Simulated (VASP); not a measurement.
Runs of VASP 6.6.1 on HfH3. The structure is that of space group Pm-3m (No. 221), or close to it. The cells are those of the table. 

| task | level | potentials or basis | cell | cutoff (eV) | gap on the mesh (eV) | pressure (GPa) | relaxed volume (Å³/atom) |
| --- | --- | --- | --- | --- | --- | --- | --- |
| single point | LDA | VASP PAW LDA potentials, release 64 (Hf_pv, H) | a = 3.033 Å, 4 atoms | 520 | none | -0.2 | - |
| relaxation of cell and atoms | BLYP+D3(BJ) | VASP PAW PBE potentials, release 64 (Hf_pv, H) | relaxed from a = 3.085 Å, 4 atoms | 600 | none | -0.4 | 7.10 |
| relaxation of cell and atoms | PBEsol+D3(BJ) | VASP PAW PBE potentials, release 64 (Hf_pv, H) | relaxed from a = 3.085 Å, 4 atoms | 600 | none | 0.0 | 6.91 |
| single point | PBEsol+D3(BJ) | VASP PAW PBE potentials, release 64 (Hf_pv, H) | a = 3.027 Å, 4 atoms | 520 | none | -0.7 | - |
| single point | BLYP+D3(BJ) | VASP PAW PBE potentials, release 64 (Hf_pv, H) | a = 3.050 Å, 4 atoms | 520 | none | (a) | - |
| relaxation of cell and atoms | LDA | VASP PAW LDA potentials, release 64 (Hf_pv, H) | relaxed from a = 3.085 Å, 4 atoms | 600 | none | -0.4 | (b) |

Alike in all rows: no spin polarisation; k mesh 7 × 7 × 7; smearing methfessel-paxton 0.1 eV.

**Question.** Fill in the values left out.

**Answer.** (a) -0.5; (b) 6.99.

Caveats: spin-orbit coupling is left out, which moves the levels of the heavy elements; the PAW data sets were made with another functional, which shifts forces and pressure a little (some runs); pairwise dispersion overbinds metals, which lowers pressure and volume (some runs).

A k mesh can miss the band edges, and the runs leave out spin-orbit coupling on Hf.

A gap of «none» marks levels without a gap at the run's occupations.
